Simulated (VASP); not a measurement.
Zn, 1 atom in the cell. The structure is cubic, space group Fm-3m (No. 225). Conventional cell: a = 3.929 Å, b = 3.929 Å, c = 3.929 Å, α = 90.00°, β = 90.00°, γ = 90.00°. Zn (site symmetry m-3m) has 12 Zn at 2.78 Å within 3.7 Å. 

```yaml
Program: VASP 6.6.1
Task: single point
Functional: PBE
Potentials_or_basis: VASP PAW PBE potentials, release 64 (Zn)
Cutoff: 500 eV
k_mesh: 18 × 18 × 18
Occupations: gaussian, width 0.1 eV
Spin: no spin polarisation
Dipole_correction: no
Further_INCAR_settings: ALGO = Normal; EDIFF = 1e-06; NBANDS = 12
```

Potentials or basis: VASP PAW PBE potentials, release 64 (Zn).

Run with:

```bash
$ cat potpaw_PBE.64/Zn/POTCAR > POTCAR
$ mpirun -np 1 vasp_std > vasp.out
```

Hardware: 1 thread of Intel(R) Xeon(R) Platinum 8488C (Sapphire Rapids), on a shared host.

Task: How long does it take, and how much memory?

Result: Wall time 14 s on 1 thread of Intel(R) Xeon(R) Platinum 8488C (Sapphire Rapids), with other jobs on the host, peak memory 0.14 GiB. Counts: scf iterations 10, k points 195.
